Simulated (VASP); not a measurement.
CuAu, 2 atoms in the cell. Symmetry: P4/mmm, No. 123, tetragonal system. Conventional cell: a = 2.800 Å, b = 2.800 Å, c = 3.670 Å, α = 90.00°, β = 90.00°, γ = 90.00°. Within 3.6 Å of Cu (site symmetry 4/mmm) lie 8 Au at 2.70 Å and 4 Cu at 2.80 Å. Au (site symmetry 4/mmm) has 8 Cu at 2.70 Å and 4 Au at 2.80 Å within 3.6 Å. 

```yaml
Program: VASP 6.6.1
Task: single point
Functional: PBE
Potentials_or_basis: VASP PAW PBE potentials, release 64 (Cu, Au)
Cutoff: 520 eV
k_mesh: 12 × 12 × 9
Occupations: fermi-dirac, width 0.05 eV
Spin: no spin polarisation
Dipole_correction: no
Further_INCAR_settings: ALGO = Normal; EDIFF = 1e-06; NBANDS = 18
```

Potentials or basis: VASP PAW PBE potentials, release 64 (Cu, Au).

Launch:

```bash
$ cat potpaw_PBE.64/Cu/POTCAR potpaw_PBE.64/Au/POTCAR > POTCAR
$ mpirun -np 1 vasp_std > vasp.out
```

Hardware: 1 thread of Intel Xeon 6975P-C (shared host).

**Question.** Estimate the wall time of this run.

**Answer.** Run time: 40 s on 1 thread of Intel Xeon 6975P-C (shared host), peak memory 0.2 GiB. Counts: scf iterations 13, k points 140.
